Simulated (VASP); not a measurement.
Wanted: the native input for a VASP 6.6.1 run.

- Task: single point
- Functional: LDA
- Potentials or basis: VASP PAW LDA potentials, release 64 (Ti_sv, Al)
- Cutoff: 520 eV
- k mesh: 16 × 16 × 16
- Occupations: gaussian, width 0.15 eV
- Spin: no spin polarisation
- Dipole correction: no
- Further INCAR settings: ALGO = Fast; EDIFF = 1e-06; NBANDS = 18

The structure of TiAl3 lies in POSCAR:

```
TiAl3
1.0
   -1.7511874586      1.7511874586      4.1475123770
    1.7511874586     -1.7511874586      4.1475123770
    1.7511874586      1.7511874586     -4.1475123770
Ti Al
1 3
Direct
    0.0000000000      0.0000000000      0.0000000000
    0.5000000000      0.5000000000      0.0000000000
    0.7500000000      0.2500000000      0.5000000000
    0.2500000000      0.7500000000      0.5000000000
```

These files were run (other wordings do the same):

INCAR

```
ALGO     = Fast           # electronic algorithm
EDIFF    = 1E-6           # SCF threshold, eV
ENCUT    = 520            # plane-wave cutoff, eV
GGA      = CA             # functional
ISIF     = 2              # what is computed and relaxed
ISMEAR   = 0              # smearing method
LASPH    = True           # aspherical terms in the spheres
LCHARG   = False          # write CHGCAR
LREAL    = False          # projectors in reciprocal space
LWAVE    = False          # write WAVECAR
NBANDS   = 18             # bands
NELM     = 60             # most SCF steps
PREC     = Accurate       # precision mode
SIGMA    = 0.15           # smearing width, eV
```

KPOINTS

```
k-points
0
Gamma
  16 16 16
```

Potentials or basis: VASP PAW LDA potentials, release 64 (Ti_sv, Al).

Launch:

```sh
$ cat potpaw_LDA.64/Ti_sv/POTCAR potpaw_LDA.64/Al/POTCAR > POTCAR
$ mpirun -np 1 vasp_std > vasp.out
```

Results of the run:

| Item | Value |
| --- | --- |
| Pressure | 29.8 GPa |
| Band gap on the k mesh | zero (an odd number of electrons rules out a gap without spin polarisation) |

Caveat: the cell stands under pressure.

Run time: 15 min on 1 thread of Intel(R) Xeon(R) Platinum 8488C (Sapphire Rapids) (shared host), peak memory 0.4 GiB.
